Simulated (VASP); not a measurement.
# Ti (Im-3m) in VASP: a series of runs

Ti is run at these levels: BHLYP, HF, B3LYP, rpbe exchange, lyp correlation; tasks: single point, relaxation of cell and atoms.

Program: VASP 6.6.1. These are calculated values, not measurements. Logs are shortened: lines on timing, memory, paths and dates and some standing lists are left out, and cuts for length are marked.

### Step 1. The cell of the first run

It takes space group Im-3m (No. 229, cubic). The conventional cell has a = 3.282 Å, b = 3.282 Å, c = 3.282 Å, α = 90.00°, β = 90.00°, γ = 90.00°. Ti (site symmetry m-3m) has 14 Ti at 2.84 to 3.28 Å within 3.7 Å.

This isn't the form of Ti at room conditions, which is hcp.

### Step 2. Single point, BHLYP

File POSCAR:

```
Ti
1.0
   -1.6410000000      1.6410000000      1.6410000000
    1.6410000000     -1.6410000000      1.6410000000
    1.6410000000      1.6410000000     -1.6410000000
Ti
1
Direct
    0.0000000000      0.0000000000      0.0000000000
```

File INCAR.step1:

```
SYSTEM = Ti
PREC = Accurate
ENCUT = 520
EDIFF = 1E-5
ISMEAR = -1
SIGMA = 0.05
LREAL = .False.
LASPH = .True.
NELM = 80
ALGO = Normal
ISIF = 2
LWAVE = .True.
GGA = PE
NBANDS = 12
```

File INCAR.step2:

```
SYSTEM = Ti
PREC = Accurate
ENCUT = 520
EDIFF = 1E-7
ISMEAR = -1
SIGMA = 0.05
LREAL = .False.
LASPH = .True.
NELM = 80
ALGO = Normal
ISIF = 2
LWAVE = .False.
LCHARG = .True.
GGA = B5
LHFCALC = .True.
AEXX = 0.5
ALDAX = 0.5
AGGAX = 0.5
AGGAC = 1.0
ALDAC = 0.0
PRECFOCK = Normal
LELF = .True.
LVHAR = .True.
ISTART = 1
NBANDS = 12
```

File KPOINTS:

```
regular mesh
0
Gamma
  7 7 7
  0 0 0
```

Potentials or basis: VASP PAW PBE potentials, release 64 (Ti_sv).

Started as:

```sh
$ cat potpaw_PBE.64/Ti_sv/POTCAR > POTCAR
$ cp INCAR.step1 INCAR
$ mpirun -np 1 vasp_std > vasp.out
$ cp INCAR.step2 INCAR
$ mpirun -np 1 vasp_std > vasp.out
```

OUTCAR:

```text
SYSTEM = Ti
   PREC = Accurate
   ENCUT = 520
   EDIFF = 1E-7
   ISMEAR = -1
   LREAL = .False.
   LASPH = .True.
   NELM = 80
   ISIF = 2
   GGA = B5
   LHFCALC = .True.
   AEXX = 0.5
   PRECFOCK = Normal
   ISTART = 1

 ion  position               nearest neighbor table
   1  0.000  0.000  0.000-

  LATTYP: Found a body centered cubic cell.
 ALAT       =     3.2820000000

  Lattice vectors:

 A1 = (  -1.6410000000,   1.6410000000,   1.6410000000)
 A2 = (   1.6410000000,  -1.6410000000,   1.6410000000)
 A3 = (   1.6410000000,   1.6410000000,  -1.6410000000)

Analysis of symmetry for initial positions (statically):
=====================================================================
 Subroutine PRICEL returns:
 Original cell was already a primitive cell.

 Routine SETGRP: Setting up the symmetry group for a
 body centered cubic supercell.

 Subroutine GETGRP returns: Found 48 space group operations
 (whereof 48 operations were pure point group operations)
 out of a pool of 48 trial point group operations.

The static configuration has the point symmetry O_h .

Analysis of symmetry for dynamics (positions and initial velocities):
=====================================================================
 Subroutine PRICEL returns:
 Original cell was already a primitive cell.

 Routine SETGRP: Setting up the symmetry group for a
 body centered cubic supercell.

 Subroutine GETGRP returns: Found 48 space group operations
 (whereof 48 operations were pure point group operations)
 out of a pool of 48 trial point group operations.

The dynamic configuration has the point symmetry O_h .

 Subroutine INISYM returns: Found 48 space group operations
 (whereof 48 operations are pure point group operations),
 and found     1 'primitive' translations

----------------------------------------------------------------------------------------

                                     Primitive cell

  volume of cell :      17.6761

  direct lattice vectors                    reciprocal lattice vectors
    -1.641000000  1.641000000  1.641000000     0.000000000  0.304692261  0.304692261
     1.641000000 -1.641000000  1.641000000     0.304692261  0.000000000  0.304692261
     1.641000000  1.641000000 -1.641000000     0.304692261  0.304692261  0.000000000

[... 88 lines left out ...]
   NUPDOWN=      -1.0000    fix difference up-down
   EMIN   =  10.00;   EMAX   =-10.00  energy-range for DOS
   EFERMI =   0.00;   METHOD = LEGACY
   ISMEAR =    -1;   SIGMA  =   0.05  broadening in eV -4-tet -1-fermi 0-gaus
   EFERMI_NEDOS =   21; number of points for ismear=-14 and -15
   IALGO  =     38    algorithm
   IMIX   =      1    mixing-type and parameters
     AMIX     =   0.40;   BMIX     =  1.00
     AMIX_MAG =   1.60;   BMIX_MAG =  1.00
  volume/ion in A,a.u.               =      17.68       119.28
  Fermi-wavevector in a.u.,A,eV,Ry     =   1.438821  2.718977 28.166848  2.070205
  Thomas-Fermi vector in A             =   2.557745
   LORBIT       =      0    0 simple, 1 ext, 2 COOP (PROOUT), +10 PAW based schemes
   GGA     = B5    functional components
   LHFCALC =     T    Hartree Fock is set to
   PRECFOCK=normal    Normal, Fast or Accurate (Low or Medium for compatibility)
   ENCUT4O =  -1.0   cutoff for four orbital integrals eV
   NKREDX  =     1    reduce k-point grid by
   NKREDY  =     1    reduce k-point grid by
   NKREDZ  =     1    reduce k-point grid by
   AEXX    =    0.5000 exact exchange contribution
   HFSCREEN=    0.0000 screening length (either q_TF or 0.3 A-1)
   HFSCREENC=   0.0000 screening length for correlation (either q_TF or 0.3 A-1)
   ENCUTFOCK=  -1.0 apply spherical cutoff to Coloumb kernel
   IVDW    =     0    specifies the selected vdW correction
   LEPSILON=     F    determine dielectric tensor
   LRPA    =     F    only Hartree local field effects (RPA)
 non-spin polarized calculation
  energy-cutoff  :      520.00
  volume of cell :       17.68
 maximum number of plane-waves:       487
 NGX is ok and might be reduce to    24
  NGX = 16; NGY = 16; NGZ = 16

 number of electron      12.0000001 magnetization

 Free energy of the ion-electron system (eV)
  ---------------------------------------------------
  ext. energy  EPLUGINS =         0.00000000
  ---------------------------------------------------
  free energy    TOTEN  =       -11.95004315 eV

  energy without entropy =      -11.94807537  energy(sigma->0) =      -11.94905926

 E-fermi :   8.6222     XC(G=0):  -6.0652

 val. band max:        7.8754577880   @ k =   0.4286   0.1429   0.0000
 cond. band min:       8.6770958809   @ k =   0.4286   0.0000   0.0000
 fundamental gap:      0.8016380929
 Fermi energy:         8.6221631807

 k-point     1 :       0.0000    0.0000    0.0000
  band No.  band energies     occupation
      1     -59.0498      2.00000
      2     -31.6380      2.00000
      3     -31.6380      2.00000
      4     -31.6380      2.00000
      5      -0.8860      2.00000
      6      11.4837      0.00000
      7      11.4837      0.00000
      8      11.4837      0.00000
      9      13.1780      0.00000
     10      13.1780      0.00000
     11      28.4591      0.00000
     12      28.4591      0.00000
[... 271 lines left out ...]
 k-point    20 :      -0.4286    0.4286    0.4286
  band No.  band energies     occupation
      1     -58.8305      2.00000
      2     -32.0952      2.00000
      3     -32.0619      2.00000
      4     -32.0619      2.00000
      5       4.4267      2.00000
      6       4.5488      2.00000
      7      13.9157      0.00000
      8      13.9157      0.00000
      9      14.5181      0.00000
     10      17.3570      0.00000
     11      19.7913      0.00000
     12      19.7913      0.00000

------------------------ aborting loop because EDIFF is reached ----------------------------------------

  FORCE on cell =-STRESS in cart. coord.  units (eV):
  Direction    XX          YY          ZZ          XY          YZ          ZX
  --------------------------------------------------------------------------------------
  -------------------------------------------------------------------------------------
  Total       -0.1471050     -0.1471050     -0.1471050     -0.0000000      0.0000000     -0.0000000
  in kB      -13.3337498    -13.3337498    -13.3337498     -0.0000000      0.0000000     -0.0000000
  external PRESSURE =     -13.3337498 kB  Pullay stress =       0.0000000 kB

 VOLUME and BASIS-vectors are now :
 -----------------------------------------------------------------------------
  energy-cutoff  :      520.00
  volume of cell :       17.68
      direct lattice vectors                 reciprocal lattice vectors
    -1.641000000  1.641000000  1.641000000     0.000000000  0.304692261  0.304692261
     1.641000000 -1.641000000  1.641000000     0.304692261  0.000000000  0.304692261
     1.641000000  1.641000000 -1.641000000     0.304692261  0.304692261  0.000000000

 POSITION                                       TOTAL-FORCE (eV/Angst)
 -----------------------------------------------------------------------------------
      0.00000      0.00000      0.00000         0.000000     -0.000000      0.000000
 -----------------------------------------------------------------------------------
    total drift:                               -0.000000     -0.000000     -0.000000

  FREE ENERGIE OF THE ION-ELECTRON SYSTEM (eV)
  ---------------------------------------------------
  free  energy   TOTEN  =       -11.9500431495 eV

  energy  without entropy=      -11.9480753734  energy(sigma->0) =      -11.94905926
```

OUTCAR.step1:

```text
SYSTEM = Ti
   PREC = Accurate
   ENCUT = 520
   EDIFF = 1E-5
   ISMEAR = -1
   LREAL = .False.
[... 511 lines left out ...]
 -----------------------------------------------------------------------------------
      0.00000      0.00000      0.00000        -0.000000      0.000000     -0.000000
 -----------------------------------------------------------------------------------
    total drift:                               -0.000000      0.000000      0.000000

  FREE ENERGIE OF THE ION-ELECTRON SYSTEM (eV)
  ---------------------------------------------------
  free  energy   TOTEN  =        -7.7280327703 eV

  energy  without entropy=       -7.7109575475  energy(sigma->0) =       -7.71949516
```

OSZICAR.step1:

```text
N       E                     dE             d eps       ncg     rms          rms(c)
DAV:   1     0.871826848949E+02    0.87183E+02   -0.63590E+03   484   0.118E+03
DAV:   2    -0.455239129504E+01   -0.91735E+02   -0.89500E+02   488   0.295E+02
DAV:   3    -0.873437637481E+01   -0.41820E+01   -0.41466E+01   692   0.659E+01
DAV:   4    -0.881258156788E+01   -0.78205E-01   -0.78190E-01   532   0.732E+00
DAV:   5    -0.881462765791E+01   -0.20461E-02   -0.20460E-02   584   0.954E-01    0.816E+00
DAV:   6    -0.772675417271E+01    0.10879E+01   -0.24149E+00   516   0.227E+01    0.203E+00
DAV:   7    -0.771983477822E+01    0.69194E-02   -0.76655E-02   572   0.295E+00    0.123E+00
DAV:   8    -0.772760053303E+01   -0.77658E-02   -0.34854E-02   520   0.208E+00    0.846E-02
DAV:   9    -0.772800144400E+01   -0.40091E-03   -0.18072E-03   568   0.367E-01    0.674E-02
DAV:  10    -0.772805550663E+01   -0.54063E-04   -0.20880E-04   516   0.140E-01    0.149E-02
DAV:  11    -0.772803154411E+01    0.23963E-04   -0.24683E-05   512   0.705E-02    0.638E-03
DAV:  12    -0.772803277029E+01   -0.12262E-05   -0.99685E-07   252   0.125E-02
   1 F= -.77280328E+01 E0= -.77194952E+01  d E =-.170752E-01
```

Wall time 24 min (1 thread of AMD EPYC 7R43 (Zen 3), shared host); peak memory 0.12 GiB.

Results:

```yaml
Free_energy: -11.9500 eV
Pressure: -1.3 GPa
Band_gap_on_the_k_mesh: zero (bands 6 and 7 overlap by 5.04 eV)
```

Levels at points of the mesh, in eV from the Fermi level:
| k point | band 2 | band 3 | band 4 | band 5 | band 6 | band 7 | band 8 | band 9 | band 10 | band 11 |
| --- | --- | --- | --- | --- | --- | --- | --- | --- | --- | --- |
| (0.00, 0.00, 0.00) | -40.26 | -40.26 | -40.26 | -9.51 | 2.86 | 2.86 | 2.86 | 4.56 | 4.56 | 19.84 |

Caveat: the k points lie up to 0.39 Å⁻¹ apart, too coarse for converged energies and pressures of a metal; the PAW data sets were made with another functional, which shifts forces and pressure a little.

(Continued in part 2 of 3.)
